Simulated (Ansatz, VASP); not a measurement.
**Two plane-wave programs on ZnS**

File INCAR:

```
SYSTEM = ZnS
ALGO = Normal
EDIFF = 1E-6
ENCUT = 500
GGA = PE
GGA_COMPAT = .FALSE.
ISIF = 2
ISMEAR = 0
LASPH = .TRUE.
LCHARG = .TRUE.
LELF = .TRUE.
LREAL = .FALSE.
LVHAR = .TRUE.
LWAVE = .FALSE.
NBANDS = 26
NELM = 120
PREC = Accurate
SIGMA = 0.05
```

KPOINTS

```
k-points
0
G
  6 6 4
  0 0 0
```

Contents of POSCAR:

```
ZnS
1.0
    3.8454929889      0.0000000000      0.0000000000
   -1.9227464944      3.3302946184      0.0000000000
    0.0000000000      0.0000000000      6.3053333047
Zn S
2 2
Direct
    0.3333333333      0.6666666667      0.0052197899
    0.6666666667      0.3333333333      0.5052197899
    0.3333333333      0.6666666667      0.3797802101
    0.6666666667      0.3333333333      0.8797802101
```

Input for Ansatz:

```yaml
crystal:
  lattice:
    - [3.8454929866, 0.0, 0.0]
    - [-1.9227464933, 3.3302946165, 0.0]
    - [0.0, 0.0, 6.3053333144]
  atoms:
    - { symbol: Zn, position: [0.3333333333, 0.6666666667, 0.0052197902] }
    - { symbol: Zn, position: [0.6666666667, 0.3333333333, 0.5052197902] }
    - { symbol: S, position: [0.3333333333, 0.6666666667, 0.3797802098] }
    - { symbol: S, position: [0.6666666667, 0.3333333333, 0.8797802098] }
basis:
  ecutwfc: 420
kpoints:
  mp_grid: { grid: [6, 6, 4] }
hamiltonian:
  xc: pbe
scf:
  occupations: { method: gaussian, width: 0.05 }
output:
  forces: true
  stress: true
  eigenvalues: true
  write_density: true
  write_potential: true
  elf: true
  volumetric_format: npy
```

Alike in both runs: task single point; functional PBE; k mesh 6 × 6 × 4; occupations gaussian, width 0.05 eV; no spin polarisation.

|  | VASP | Ansatz |
| --- | --- | --- |
| version | VASP 6.6.1 | Ansatz 0.2.0 |
| potentials or method | VASP PAW PBE potentials, release 64 (Zn, S), cutoff 500 eV | scalar-relativistic, plane waves, PAW |
| valence electrons in the cell | 36 | 36 |

```tsv
	VASP	Ansatz	Ansatz less VASP
gap on the k mesh at the Fermi level (eV)	2.08	2.08	-0.003
least direct gap on the mesh (eV)	2.08	2.08	-0.003
pressure (GPa)	0.1	0.0	-0.14
```
